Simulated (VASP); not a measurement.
**MgS: single point with PBEsol**

Crystal: MgS.

```
CELL_PARAMETERS angstrom
0.00000 2.60165 2.60165
2.60165 0.00000 2.60165
2.60165 2.60165 0.00000
ATOMIC_POSITIONS crystal
Mg 0.00000 0.82703 0.00000
S 0.50000 0.50000 0.50000
```

This cell differs from its parent crystal: atom 1 (Mg) moved by (-0.450, -0.450) A along x and z.

- Program: VASP 6.6.1
- Task: single point
- Functional: PBEsol
- Potentials or basis: VASP PAW PBE potentials, release 64 (Mg, S)
- Cutoff: 520 eV
- k mesh: 8 × 8 × 8
- Occupations: gaussian, width 0.05 eV
- Spin: no spin polarisation
- Dipole correction: no
- Further INCAR settings: ALGO = Normal; EDIFF = 1e-06; NBANDS = 11

```json
{
 "Pressure": "12.2 GPa",
 "Largest force": "2.613 eV/Å",
 "Band gap on the k mesh": "2.79 eV, indirect (least direct gap 3.50 eV)"
}
```

Forces on the atoms (eV/Å):
```
Mg   1.848  0.000  1.848
S   -1.848  0.000 -1.848
```

Stress tensor (GPa, compression positive):
```
19.93  0.00 -7.40
 0.00 -3.40  0.00
-7.40  0.00 19.93
```

Levels at points of the mesh, in eV from the valence-band top:
| k point | band 1 | band 2 | band 3 | band 4 | band 5 | band 6 | band 7 | band 8 | band 9 |
| --- | --- | --- | --- | --- | --- | --- | --- | --- | --- |
| (0.00, 0.00, 0.00) | -12.76 | -0.58 | -0.02 | 0.00 | 3.50 | 7.72 | 7.90 | 8.20 | 10.85 |
| (0.50, 0.00, 0.00) | -11.48 | -4.94 | -0.73 | -0.46 | 4.23 | 7.22 | 7.30 | 9.24 | 11.86 |
| (0.00, 0.50, 0.00) | -11.52 | -4.73 | -1.10 | -0.52 | 4.53 | 6.94 | 7.10 | 9.48 | 12.04 |
| (0.50, 0.50, 0.00) | -11.12 | -4.28 | -1.77 | -1.67 | 2.79 | 4.20 | 11.61 | 13.00 | 13.51 |
| (0.50, 0.00, 0.50) | -11.13 | -4.20 | -2.08 | -1.57 | 2.80 | 4.24 | 11.90 | 12.75 | 13.89 |

Wall time 100 s on 1 thread of Intel Xeon 8259CL, with other jobs on the host, peak memory 0.18 GiB.

Caveat: the cell differs from its parent crystal (atom 1 (Mg) moved by (-0.450, -0.450) A along x and z); the PAW data sets were made with another functional, which shifts forces and pressure a little. A k mesh can miss the band edges.
